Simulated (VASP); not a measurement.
C21O, 22 atoms in the cell. The cell holds a slab with vacuum, 22 atoms: a = 4.930 Å, b = 6.611 Å, c = 23.046 Å, α = 90.00°, β = 90.00°, γ = 90.00°. 

| Property | Result |
| --- | --- |
| Program | VASP 6.6.1 |
| Task | single point |
| Functional | PBE |
| Dispersion | D3(BJ) |
| Potentials or basis | VASP PAW PBE potentials, release 64 (C, O) |
| Cutoff | 520 eV |
| k mesh | 6 × 4 × 1 |
| Occupations | gaussian, width 0.05 eV |
| Spin | no spin polarisation |
| Dipole correction | yes |
| Further INCAR settings | LREAL = Auto; ALGO = Normal; EDIFF = 1e-06; NBANDS = 62 |

Potentials or basis: VASP PAW PBE potentials, release 64 (C, O).

The run is started by

```console
$ cat potpaw_PBE.64/C/POTCAR potpaw_PBE.64/O/POTCAR > POTCAR
$ mpirun -np 1 vasp_std > vasp.out
```

Hardware: 1 thread of Oxide Virtual Turin-like Processor, on a shared host.

Estimate the wall time of this run.

Run time: 37 min on 1 thread of Oxide Virtual Turin-like Processor (shared host), peak memory 0.86 GiB. Counts: scf iterations 30, k points 14.
